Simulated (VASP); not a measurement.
## Al2Cu: single point with PBE

Crystal: Al2Cu.

```
Al Cu
1.0
     3.92880    0.00000    0.00000
     0.00000    3.92880    0.00000
     0.00000    0.00000    2.88473
Al Cu
2 1
Direct
  0.50000 0.00000 0.50000
  0.00000 0.50000 0.50000
  0.00000 0.00000 0.00000
```

```json
{"Program": "VASP 6.6.1", "Task": "single point", "Functional": "PBE", "Potentials or basis": "VASP PAW PBE potentials, release 64 (Al, Cu)", "Cutoff": "520 eV", "k mesh": "10 × 10 × 14", "Occupations": "gaussian, width 0.15 eV", "Spin": "no spin polarisation", "Dipole correction": "no", "Further INCAR settings": "ALGO = Normal; EDIFF = 1e-06; NBANDS = 16"}
```

| Item | Value |
| --- | --- |
| Pressure | 11.0 GPa |

Stress tensor (GPa, compression positive):
```
12.97  0.00  0.00
 0.00 12.97  0.00
 0.00  0.00  6.98
```

Levels at points of the mesh, in eV from the Fermi level:
```tsv
k point	band 5	band 6	band 7	band 8	band 9	band 10	band 11	band 12	band 13	band 14
(0.00, 0.00, 0.00)	-4.32	-4.32	-2.26	-2.26	0.66	1.11	5.50	7.10	7.23	7.23
(0.50, 0.00, 0.00)	-4.47	-4.36	-4.31	-0.80	1.93	2.17	2.73	7.03	8.93	9.12
(0.50, 0.50, 0.00)	-4.52	-4.35	-4.35	-4.31	-2.48	8.83	8.83	8.97	10.31	10.31
(0.00, 0.00, 0.50)	-5.01	-4.25	-3.25	2.71	2.71	2.91	2.91	3.07	3.17	4.64
(0.50, 0.00, 0.50)	-4.36	-4.29	-3.26	-2.69	-1.82	3.84	4.34	4.67	5.68	6.89
(0.50, 0.50, 0.50)	-4.07	-3.83	-2.29	-2.29	-1.22	-0.97	0.14	0.14	2.38	13.10
```

It took 51 s on 1 thread of Intel(R) Xeon(R) 6975P-C (Granite Rapids) (shared host), peak memory 0.24 GiB.
